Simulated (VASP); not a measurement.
A run of VASP 6.6.1 is set up as follows.

File INCAR:

```
SYSTEM = TaN
PREC = Accurate ; ENCUT = 600
EDIFF = 1E-6 ; ISMEAR = 1
SIGMA = 0.1 ; LREAL = .False.
LASPH = .True. ; NELM = 120
ALGO = Normal ; ISIF = 2
LWAVE = .False. ; LCHARG = .False.
GGA = PE ; NBANDS = 42
GGA_COMPAT = .False.
```

The input KPOINTS:

```
Automatic mesh
0
Gamma
  12 6 6
  0 0 0
```

File POSCAR:

```
TaN
1.0
   -2.9150411438      0.0000000000      0.0000000000
    0.0000000000     -5.0562209419      0.0000000000
    0.0000000000      0.0000000000      5.9150615462
Ta N
4 4
Direct
    0.5000000000      0.5000000000      0.0000000000
    0.0000000000      1.0000000000      0.0000000000
    0.5000000000      0.5000000000      0.5000000000
    0.0000000000      1.0000000000      0.5000000000
    0.5000000000      0.1666502912      0.2500000000
    0.0000000000      0.6666502912      0.2500000000
    1.0000000000      0.3333497088      0.7500000000
    0.5000000000      0.8333497088      0.7500000000
```

Potentials or basis: VASP PAW PBE potentials, release 64 (Ta_pv, N).

The run is started by

```bash
$ cat potpaw_PBE.64/Ta_pv/POTCAR potpaw_PBE.64/N/POTCAR > POTCAR
$ mpirun -np 1 vasp_std > vasp.out
```

(1) What does it give for the band gap on the k mesh?

(2) Predict the largest force.

(3) Estimate the pressure.

## Answers

(1) zero (band 32 reaches 8.80 eV, above the bottom of band 33 at 7.62 eV).

(2) 0.004 eV/Å.

(3) 0.6 GPa.

Caveat: spin-orbit coupling is left out, which moves the levels of the heavy elements.
